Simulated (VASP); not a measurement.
# MnHg (P4/mmm) in VASP: single point with PBE

Aim: the single point of MnHg with PBE.

Everything below comes from runs of VASP 6.6.1. Logs are shortened: lines on timing, memory, paths and dates and some standing lists are left out, and cuts for length are marked.

## Step 1: The cell of the first run

The structure is tetragonal, space group P4/mmm (No. 123). Conventional cell: a = 3.288 Å, b = 3.288 Å, c = 3.313 Å, α = 90.00°, β = 90.00°, γ = 90.00°. Mn (site symmetry 4/mmm) has 8 Hg at 2.85 Å and 6 Mn at 3.29 to 3.31 Å within 3.8 Å. Within 3.8 Å of Hg (site symmetry 4/mmm) lie 8 Mn at 2.85 Å and 6 Hg at 3.29 to 3.31 Å.

## Step 2: Single point, PBE, collinear spin, antiferromagnetic start

The input, INCAR:

```
ALGO     = Normal         # electronic algorithm
EDIFF    = 1E-6           # SCF threshold, eV
ENCUT    = 520            # plane-wave cutoff, eV
GGA      = PE             # functional
ISIF     = 2              # what is computed and relaxed
ISMEAR   = -1             # smearing method
ISPIN    = 2              # spin polarisation
LASPH    = True           # aspherical terms in the spheres
LCHARG   = False          # write CHGCAR
LMAXMIX  = 4              # l up to which the mixer works
LORBIT   = 11             # projections on sites
LREAL    = False          # projectors in reciprocal space
LWAVE    = False          # write WAVECAR
MAGMOM   = 3.8 -3.8 0 0   # initial moments
NBANDS   = 37             # bands
NELM     = 150            # most SCF steps
PREC     = Accurate       # precision mode
SIGMA    = 0.05           # smearing width, eV
```

The input, KPOINTS:

```
k-points
0
Gamma
  6 8 6
```

The input, POSCAR:

```
MnHg
1.0
    3.2880000000      3.2880000000      0.0000000000
    0.0000000000      0.0000000000      3.3130000000
    3.2880000000     -3.2880000000      0.0000000000
Mn Hg
2 2
Direct
    0.5000000000      0.5000000000      0.0000000000
    0.0000000000      0.5000000000      0.5000000000
    0.0000000000      0.0000000000      0.0000000000
    0.5000000000      0.0000000000      0.5000000000
```

Potentials or basis: VASP PAW PBE potentials, release 64 (Mn_pv, Hg).

Run with:

```
> cat potpaw_PBE.64/Mn_pv/POTCAR potpaw_PBE.64/Hg/POTCAR > POTCAR
> mpirun -np 1 vasp_std > vasp.out
```

OUTCAR:

```text
EDIFF = 1E-6
   ENCUT = 520
   GGA = PE
   ISIF = 2
   ISMEAR = -1
   ISPIN = 2
   LASPH = True
   LORBIT = 11
   LREAL = False
   NELM = 150
   PREC = Accurate

 ion  position               nearest neighbor table
   1  0.500  0.500  0.000-   3 2.85   4 2.85   4 2.85   3 2.85   4 2.85   4 2.85   3 2.85   3 2.85

   2  0.000  0.500  0.500-   3 2.85   4 2.85   3 2.85   3 2.85   4 2.85   3 2.85   4 2.85   4 2.85

   3  0.000  0.000  0.000-   1 2.85   2 2.85   2 2.85   1 2.85   2 2.85   2 2.85   1 2.85   1 2.85
                             4 3.29   4 3.29   4 3.29   4 3.29
   4  0.500  0.000  0.500-   1 2.85   2 2.85   1 2.85   1 2.85   2 2.85   1 2.85   2 2.85   2 2.85
                             3 3.29   3 3.29   3 3.29   3 3.29

  LATTYP: Found a simple tetragonal cell.
 ALAT       =     4.6499341931
 C/A-ratio  =     0.7124832014

  Lattice vectors:

 A1 = (  -3.2880000000,  -3.2880000000,   0.0000000000)
 A2 = (   3.2880000000,  -3.2880000000,   0.0000000000)
 A3 = (   0.0000000000,   0.0000000000,   3.3130000000)

Analysis of symmetry for initial positions (statically):
=====================================================================
 Subroutine PRICEL returns following result:

  LATTYP: Found a simple tetragonal cell.
 ALAT       =     3.2880000000
 C/A-ratio  =     1.0076034063

  Lattice vectors:

 A1 = (   0.0000000000,  -3.2880000000,   0.0000000000)
 A2 = (   3.2880000000,   0.0000000000,   0.0000000000)
 A3 = (   0.0000000000,   0.0000000000,   3.3130000000)

   2 primitive cells build up your supercell.

 Routine SETGRP: Setting up the symmetry group for a
 simple tetragonal supercell.

 Subroutine GETGRP returns: Found 16 space group operations
 (whereof 16 operations were pure point group operations)
 out of a pool of 16 trial point group operations.

The static configuration has the point symmetry D_4h.

Analysis of symmetry for dynamics (positions and initial velocities):
=====================================================================
 Subroutine PRICEL returns following result:

  LATTYP: Found a simple tetragonal cell.
 ALAT       =     3.2880000000
 C/A-ratio  =     1.0076034063

  Lattice vectors:

 A1 = (   0.0000000000,  -3.2880000000,   0.0000000000)
 A2 = (   3.2880000000,   0.0000000000,   0.0000000000)
 A3 = (   0.0000000000,   0.0000000000,   3.3130000000)

   2 primitive cells build up your supercell.

 Routine SETGRP: Setting up the symmetry group for a
 simple tetragonal supercell.

 Subroutine GETGRP returns: Found 16 space group operations
 (whereof 16 operations were pure point group operations)
 out of a pool of 16 trial point group operations.

The dynamic configuration has the point symmetry D_4h.

Analysis of structural, dynamic, and magnetic symmetry:
=====================================================================
 Subroutine PRICEL returns following result:

  LATTYP: Found a simple tetragonal cell.
 ALAT       =     3.2880000000
 C/A-ratio  =     1.0076034063

  Lattice vectors:

 A1 = (   0.0000000000,  -3.2880000000,   0.0000000000)
 A2 = (   3.2880000000,   0.0000000000,   0.0000000000)
 A3 = (   0.0000000000,   0.0000000000,   3.3130000000)

   2 primitive cells build up your supercell.

 Routine SETGRP: Setting up the symmetry group for a
 simple tetragonal supercell.

 Subroutine GETGRP returns: Found 16 space group operations
 (whereof 16 operations were pure point group operations)
 out of a pool of 16 trial point group operations.

The overall configuration has the point symmetry D_4h.

 Subroutine INISYM returns: Found 16 space group operations
 (whereof 16 operations are pure point group operations),
 and found     2 'primitive' translations

----------------------------------------------------------------------------------------

                                     Primitive cell

  volume of cell :      35.8167

  direct lattice vectors                    reciprocal lattice vectors
     0.000000000 -3.288000000  0.000000000     0.000000000 -0.304136253  0.000000000
     3.288000000  0.000000000  0.000000000     0.304136253  0.000000000  0.000000000
     0.000000000  0.000000000  3.313000000     0.000000000  0.000000000  0.301841232

  length of vectors
     3.288000000  3.288000000  3.313000000     0.304136253  0.304136253  0.301841232

  position of ions in fractional coordinates (direct lattice)
     0.500000000  0.500000000  0.500000000
     0.000000000  0.000000000  0.000000000

  ion indices of the primitive-cell ions
   primitive index   ion index
                 1           1
                 2           3

----------------------------------------------------------------------------------------

 KPOINTS: k-points

Automatic generation of k-mesh.
 Grid dimensions read from file:
 generate k-points for:    6    8    6

 Generating k-lattice:

  Cartesian coordinates                     Fractional coordinates (reciprocal lattice)
     0.025344688  0.025344688  0.000000000     0.166666667  0.000000000  0.000000000
     0.000000000  0.000000000  0.037730154     0.000000000  0.125000000  0.000000000
     0.025344688 -0.025344688  0.000000000     0.000000000  0.000000000  0.166666667

  Length of vectors
     0.035842801  0.037730154  0.035842801

  Shift w.r.t. Gamma in fractional coordinates (k-lattice)
     0.000000000  0.000000000  0.000000000

 Subroutine IBZKPT returns following result:
 ===========================================

 Found     50 irreducible k-points:

 Following reciprocal coordinates:
            Coordinates               Weight
  0.000000  0.000000  0.000000      1.000000
  0.166667  0.000000  0.000000      4.000000
  0.333333  0.000000  0.000000      4.000000
  0.500000  0.000000  0.000000      2.000000
  0.000000  0.125000  0.000000      2.000000
  0.166667  0.125000  0.000000      8.000000
[... 16 lines left out ...]
  0.500000  0.000000  0.166667      4.000000
  0.166667  0.125000  0.166667      8.000000
 [... further k-points ...]
   k-points           NKPTS =     50   k-points in BZ     NKDIM =     50   number of bands    NBANDS=     37
   number of dos      NEDOS =    301   number of ions     NIONS =      4
   total plane-waves  NPLWV =  36288
   dimension x,y,z NGX =    36 NGY =   28 NGZ =   36
   dimension x,y,z NGXF=    72 NGYF=   56 NGZF=   72
   ions per type =               2   2
   NGX,Y,Z   is equivalent  to a cutoff of  12.87, 14.05, 12.87 a.u.
   NGXF,Y,Z  is equivalent  to a cutoff of  25.74, 28.10, 25.74 a.u.
 SYSTEM =  unknown system
   PREC   = accura    normal or accurate (medium, high low for compatibility)
   ISTART =      0    job   : 0-new  1-cont  2-samecut
   ICHARG =      2    charge: 1-file 2-atom 10-const
   ISPIN  =      2    spin polarized calculation?
   LNONCOLLINEAR =      F non collinear calculations
   LSORBIT =      F    spin-orbit coupling
   LASPH  =      T    aspherical Exc in radial PAW
   ENCUT  =  520.0 eV  38.22 Ry    6.18 a.u.   8.65  6.16  8.65*2*pi/ulx,y,z
   NELM   =    150;   NELMIN=  2; NELMDL= -5     # of ELM steps
   EDIFF  = 0.1E-05   stopping-criterion for ELM
   LREAL  =      F    real-space projection
   EDIFFG = 0.1E-04   stopping-criterion for IOM
   NSW    =      0    number of steps for IOM
   IBRION =     -1    ionic relax: 0-MD 1-quasi-New 2-CG
   NFREE  =      0    steps in history (QN), initial steepest desc. (CG)
   ISIF   =      2    stress and relaxation
   ISYM   =      2    0-nonsym 1-usesym 2-fastsym
   POTIM  = 0.5000    time-step for ionic-motion
   TEBEG  =    0.0;   TEEND  =   0.0 temperature during run
   PSTRESS=    0.0 pullay stress
   NELECT =      50.0000    total number of electrons
   NUPDOWN=      -1.0000    fix difference up-down
   EMIN   =  10.00;   EMAX   =-10.00  energy-range for DOS
   EFERMI =   0.00;   METHOD = LEGACY
   ISMEAR =    -1;   SIGMA  =   0.05  broadening in eV -4-tet -1-fermi 0-gaus
   EFERMI_NEDOS =   21; number of points for ismear=-14 and -15
   IALGO  =     38    algorithm
   IMIX   =      4    mixing-type and parameters
     AMIX     =   0.40;   BMIX     =  1.00
     AMIX_MAG =   1.60;   BMIX_MAG =  1.00
  volume/ion in A,a.u.               =      17.91       120.85
  Fermi-wavevector in a.u.,A,eV,Ry     =   1.452200  2.744260 28.693127  2.108885
  Thomas-Fermi vector in A             =   2.569610
   LORBIT       =     11    0 simple, 1 ext, 2 COOP (PROOUT), +10 PAW based schemes
   GGA     = PE    functional components
   LHFCALC =     F    Hartree Fock is set to
   AEXX    =    0.0000 exact exchange contribution
   IVDW    =     0    specifies the selected vdW correction
   LEPSILON=     F    determine dielectric tensor
   LRPA    =     F    only Hartree local field effects (RPA)
 spin polarized calculation
  energy-cutoff  :      520.00
  volume of cell :       71.63
 maximum number of plane-waves:      1949
 NGX is ok and might be reduce to    36
   NGX = 17   NGY = 13   NGZ = 17

 number of electron      49.9999967 magnetization      -0.0000000

 number of electron      49.9999967 magnetization       0.0000000

 Free energy of the ion-electron system (eV)
  ---------------------------------------------------
  ext. energy  EPLUGINS =         0.00000000
  ---------------------------------------------------
  free energy    TOTEN  =       -16.84866559 eV

  energy without entropy =      -16.81668168  energy(sigma->0) =      -16.83267364

 E-fermi :   5.5871     XC(G=0): -11.7715

 val. band max:        5.5666520144   @ k =   0.1667   0.5000   0.1667
 cond. band min:       5.5993062935   @ k =   0.1667   0.3750   0.0000
 fundamental gap:      0.0326542791
 Fermi energy:         5.5870972298

 spin component 1

 k-point     1 :       0.0000    0.0000    0.0000
  band No.  band energies     occupation
      1     -44.4758      1.00000
      2     -44.4758      1.00000
      3     -44.3708      1.00000
      4     -40.4595      1.00000
      5     -40.4595      1.00000
      6     -40.3826      1.00000
[... 29 lines left out ...]
     36      17.4073      0.00000
     37      17.5108      0.00000
[... 918 lines left out ...]
     36      15.5820      0.00000
     37      16.7460      0.00000

 [... further k-points ...]

 spin component 2

 k-point     1 :       0.0000    0.0000    0.0000
  band No.  band energies     occupation
      1     -44.4758      1.00000
      2     -44.4758      1.00000
      3     -44.3708      1.00000
      4     -40.4595      1.00000
      5     -40.4595      1.00000
      6     -40.3826      1.00000
[... 29 lines left out ...]
     36      17.4073      0.00000
     37      17.5135      0.00000
[... 918 lines left out ...]
     36      15.5820      0.00000
     37      16.7460      0.00000

 [... further k-points ...]

------------------------ aborting loop because EDIFF is reached ----------------------------------------

  FORCE on cell =-STRESS in cart. coord.  units (eV):
  Direction    XX          YY          ZZ          XY          YZ          ZX
  --------------------------------------------------------------------------------------
  -------------------------------------------------------------------------------------
  Total        1.5957785      1.5957785      0.7540220      0.0000000      0.0000000      0.0000000
  in kB       35.6917753     35.6917753     16.8647366      0.0000000      0.0000000      0.0000000
  external PRESSURE =      29.4160957 kB  Pullay stress =       0.0000000 kB

 VOLUME and BASIS-vectors are now :
 -----------------------------------------------------------------------------
  energy-cutoff  :      520.00
  volume of cell :       71.63
      direct lattice vectors                 reciprocal lattice vectors
     3.288000000  3.288000000  0.000000000     0.152068127  0.152068127  0.000000000
     0.000000000  0.000000000  3.313000000     0.000000000  0.000000000  0.301841232
     3.288000000 -3.288000000  0.000000000     0.152068127 -0.152068127  0.000000000

 POSITION                                       TOTAL-FORCE (eV/Angst)
 -----------------------------------------------------------------------------------
      1.64400      1.64400      1.65650        -0.000000     -0.000000      0.000000
      1.64400     -1.64400      1.65650         0.000000     -0.000000     -0.000000
      0.00000      0.00000      0.00000        -0.000000     -0.000000      0.000000
      3.28800      0.00000      0.00000        -0.000000      0.000000      0.000000
 -----------------------------------------------------------------------------------
    total drift:                                0.000000     -0.000000      0.000000

  FREE ENERGIE OF THE ION-ELECTRON SYSTEM (eV)
  ---------------------------------------------------
  free  energy   TOTEN  =       -16.8486655908 eV

  energy  without entropy=      -16.8166816810  energy(sigma->0) =      -16.83267364

 total charge

# of ion       s       p       d       tot
------------------------------------------
    1        0.251   6.178   4.989  11.418
    2        0.251   6.178   4.989  11.418
    3        0.836   0.518   9.254  10.608
    4        0.836   0.518   9.254  10.608
--------------------------------------------------
tot          2.175  13.392  28.485  44.052

 magnetization (x)

# of ion       s       p       d       tot
------------------------------------------
    1        0.028   0.021   3.746   3.796
    2       -0.028  -0.021  -3.746  -3.796
    3        0.000   0.000   0.000   0.000
    4        0.000   0.000   0.000   0.000
--------------------------------------------------
tot          0.000   0.000   0.000   0.000
```

Wall time 5 min (1 thread of Oxide Virtual Turin-like, shared host); peak memory 0.3 GiB.

What came out:

```yaml
Free_energy: -16.8487 eV
Pressure: 2.9 GPa
Band_gap_on_the_k_mesh: zero (filled and empty bands overlap)
Net_moment: 0.00 μB per cell
Site_moments: Mn +3.80, -3.80; Hg +0.00 μB
Valence_electrons_inside_the_program's_atomic_spheres: Mn 11.42; Hg 10.61
```

Stress tensor (GPa, compression positive):
```
3.57 0.00 0.00
0.00 3.57 0.00
0.00 0.00 1.69
```

Caveat: spin-orbit coupling is left out, which moves the levels of the heavy elements.
